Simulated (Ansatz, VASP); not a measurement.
Given: the input of a run of VASP 6.6.1 on NaH.

Contents of INCAR:

```
SYSTEM = NaH
ALGO = Normal
EDIFF = 1E-6
ENCUT = 520
GGA = PS
ISIF = 2
ISMEAR = -1
LASPH = .True.
LCHARG = .False.
LREAL = .False.
LWAVE = .False.
NBANDS = 11
NELM = 60
PREC = Accurate
SIGMA = 0.05
```

File KPOINTS:

```
k-points
0
Gamma
  9 9 9
  0 0 0
```

POSCAR

```
NaH
1.0
    0.0000000000      2.4236236676      2.4236236676
    2.4236236676      0.0000000000      2.4236236676
    2.4236236676      2.4236236676      0.0000000000
Na H
1 1
Direct
    0.0000000000      0.0000000000      0.0000000000
    0.5000000000      0.5000000000      0.5000000000
```

Potentials or basis: VASP PAW PBE potentials, release 64 (Na_pv, H).

The run is started by

```sh
$ cat potpaw_PBE.64/Na_pv/POTCAR potpaw_PBE.64/H/POTCAR > POTCAR
$ mpirun -np 1 vasp_std > vasp.out
```

Question: Set up the same calculation for Ansatz 0.2.0. Potentials there: all-electron LAPW, scalar-relativistic.

Answer: As run (the cutoff follows the program's own potentials):

Contents of input.yaml:

```yaml
crystal:
  lattice:
    - [0.0, 2.4236236676, 2.4236236676]
    - [2.4236236676, 0.0, 2.4236236676]
    - [2.4236236676, 2.4236236676, 0.0]
  atoms:
    - { symbol: Na, position: [0.0, 0.0, 0.0] }
    - { symbol: H, position: [0.5, 0.5, 0.5] }
kpoints:
  mp_grid: { grid: [9, 9, 9] }
scf:
  occupations: { method: fermi_dirac, width: 0.05 }
hamiltonian:
  xc: pbesol
  pseudopotentials: { kind: all_electron, lapw: { basis_error: 0.001 } }
output:
  forces: true
  stress: true
  eigenvalues: true
```

Potentials or basis: all-electron LAPW, scalar-relativistic.

Launch:

```bash
$ ansatz run input.yaml --threads 1 --pin off --max-ram 3072MiB --backend cpu --events-out ev --progress --plain --runs-dir out
```

Both were run:

|  | VASP | Ansatz | Ansatz less VASP |
| --- | --- | --- | --- |
| gap on the k mesh at the Fermi level (eV) | 3.86 | 3.86 | +0.002 |
| least direct gap on the mesh (eV) | 4.59 | 4.59 | +0.002 |
| pressure (GPa) | -0.8 | -0.8 | +0.02 |

VASP's potentials were made for PBE, not for PBEsol. Ansatz ran all-electron here, and VASP with PAW potentials.
